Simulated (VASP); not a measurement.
Wanted: the native input for a VASP 6.6.1 run.

```
Task                   : single point
Functional             : PBEsol
Potentials or basis    : VASP PAW PBE potentials, release 64 (Pb_d, Hg, Ti_sv, O)
Cutoff                 : 520 eV
k mesh                 : 6 × 6 × 6
Occupations            : gaussian, width 0.02 eV
Spin                   : no spin polarisation
Dipole correction      : no
Further INCAR settings : LREAL = Auto; ALGO = Normal; EDIFF = 1e-06; NBANDS = 101
```

The structure of Ti4Hg3PbO12 lies in POSCAR:

```
Ti4Hg3PbO12
1.0
   -3.8518959891      3.8518959891      3.8518959891
    3.8518959891     -3.8518959891      3.8518959891
    3.8518959891      3.8518959891     -3.8518959891
Pb Hg Ti O
1 3 4 12
Direct
    0.0000000000      0.0000000000      0.0000000000
    0.0000000000      0.5000000000      0.5000000000
    0.5000000000      0.0000000000      0.5000000000
    0.5000000000      0.5000000000      0.0000000000
    0.5000000000      0.5000000000      0.5000000000
    0.0000000000      0.0000000000      0.5000000000
    0.5000000000      0.0000000000      0.0000000000
    0.0000000000      0.5000000000      0.0000000000
    0.9206753980      0.2058610686      0.7148143294
    0.0793246020      0.7941389314      0.2851856706
    0.4910467392      0.2058610686      0.2851856706
    0.5089532608      0.7941389314      0.7148143294
    0.7148143294      0.9206753980      0.2058610686
    0.2851856706      0.0793246020      0.7941389314
    0.2851856706      0.4910467392      0.2058610686
    0.7148143294      0.5089532608      0.7941389314
    0.2058610686      0.7148143294      0.9206753980
    0.7941389314      0.2851856706      0.0793246020
    0.2058610686      0.2851856706      0.4910467392
    0.7941389314      0.7148143294      0.5089532608
```

The input as run:

INCAR

```
SYSTEM = Ti4Hg3PbO12
ALGO     = Normal         ! electronic algorithm
EDIFF    = 1E-6           ! SCF threshold, eV
ENCUT    = 520            ! plane-wave cutoff, eV
GGA      = PS             ! functional
ISIF     = 2              ! what is computed and relaxed
ISMEAR   = 0              ! smearing method
LASPH    = .TRUE.         ! aspherical terms in the spheres
LCHARG   = .FALSE.        ! write CHGCAR
LREAL    = Auto         
LWAVE    = .FALSE.        ! write WAVECAR
NBANDS   = 101            ! bands
NELM     = 80             ! most SCF steps
PREC     = Accurate       ! precision mode
SIGMA    = 0.02           ! smearing width, eV
```

KPOINTS

```
k-points
0
G
  6 6 6
  0 0 0
```

Potentials or basis: VASP PAW PBE potentials, release 64 (Pb_d, Hg, Ti_sv, O).

Launch:

```bash
$ cat potpaw_PBE.64/Pb_d/POTCAR potpaw_PBE.64/Hg/POTCAR potpaw_PBE.64/Ti_sv/POTCAR potpaw_PBE.64/O/POTCAR > POTCAR
$ mpirun -np 1 vasp_std > vasp.out
```

It gave:

* Pressure: 0.9 GPa
* Largest force: 0.049 eV/Å
* Band gap on the k mesh: 1.63 eV

Caveat: the PAW data sets were made with another functional, which shifts forces and pressure a little; spin-orbit coupling is left out, which moves the levels of the heavy elements.

Run time: 21 min on 1 thread of Intel(R) Xeon(R) Platinum 8259CL CPU @ 2.50GHz (Skylake/Cascade Lake), on a shared host, peak memory 0.51 GiB.
